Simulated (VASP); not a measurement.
A run of VASP 6.6.1 is set up as follows.

INCAR

```
SYSTEM = PdPt2
  PREC = Accurate
  ENCUT = 600
  EDIFF = 1E-6
  ISMEAR = 0
  SIGMA = 0.1
  LREAL = .False.
  LASPH = .True.
  NELM = 80
  ALGO = Fast
  ISIF = 3
  LWAVE = .False.
  LCHARG = .False.
  GGA = PE
  IBRION = 2
  NSW = 100
  EDIFFG = -0.01
```

File KPOINTS:

```
Automatic mesh
0
Gamma
  10 10 10
  0 0 0
```

POSCAR

```
PdPt2
1.0
    0.0000000000      3.6981843401      3.6981843401
    3.6981843401      0.0000000000      3.6981843401
    3.6981843401      3.6981843401      0.0000000000
Pd Pt
2 4
Direct
    0.5000000000      0.5000000000      0.5000000000
    0.7500000000      0.7500000000      0.7500000000
    0.1250000000      0.1250000000      0.1250000000
    0.6250000000      0.1250000000      0.1250000000
    0.1250000000      0.1250000000      0.6250000000
    0.1250000000      0.6250000000      0.1250000000
```

Potentials or basis: VASP PAW PBE potentials, release 64 (Pd, Pt).

Run with:

```sh
$ cat potpaw_PBE.64/Pd/POTCAR potpaw_PBE.64/Pt/POTCAR > POTCAR
$ mpirun -np 1 vasp_std > vasp.out
```

**Question.** What does it give for the band gap on the k mesh?

**Answer.** Zero (bands 30 and 31 overlap by 1.64 eV).

**Question.** Predict the relaxed cell.

**Answer.** a = 5.221 Å, b = 5.221 Å, c = 5.221 Å, α = 60.00°, β = 60.00°, γ = 60.00°.

Final structure:
```
Pd Pt
1.0
     0.00000    3.69164    3.69164
     3.69164    0.00000    3.69164
     3.69164    3.69164    0.00000
Pd Pt
2 4
Direct
  0.50000 0.50000 0.50000
  0.75000 0.75000 0.75000
  0.12500 0.12500 0.12500
  0.62500 0.12500 0.12500
  0.12500 0.12500 0.62500
  0.12500 0.62500 0.12500
```

Caveat: spin-orbit coupling is left out, which moves the levels of the heavy elements.
